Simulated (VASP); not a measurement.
Runs of VASP 6.6.1 on SiO2. The structure is that of space group P2_13 (No. 198), or close to it. The cells are those of the table. 

| cell | smearing | gap on the mesh (eV) | pressure (GPa) | largest force (eV/Å) |
| --- | --- | --- | --- | --- |
| a = 6.756 Å, 24 atoms | gaussian 0.02 eV | 5.94 | 2.8 | 0.06 |
| a = 7.050 Å, 24 atoms | gaussian 0.02 eV | 5.64 | 0.5 | 0.05 |
| a = 7.160 Å, 24 atoms | gaussian 0.1 eV | 3.96 | (c) | (a) |
| a = 7.189 Å, 24 atoms | gaussian 0.02 eV | 5.50 | -0.3 | 0.03 |
| a = 6.979 Å, 24 atoms | gaussian 0.02 eV | 5.71 | 1.0 | 0.05 |
| a = 7.098 Å, 24 atoms | gaussian 0.1 eV | (b) | 0.3 | 0.04 |

Alike in all rows: task single point; level LDA; potentials or basis VASP PAW LDA potentials, release 64 (Si, O); no spin polarisation; k mesh 4 × 4 × 4; cutoff (eV) 520.

Estimate the missing entries.

(a) 3.70; (b) 5.59; (c) -2.2.

Caveats: forces of over 1 eV/Å act on the atoms, so gaps and moduli don't describe the material at rest (some runs).

A k mesh can miss the band edges.
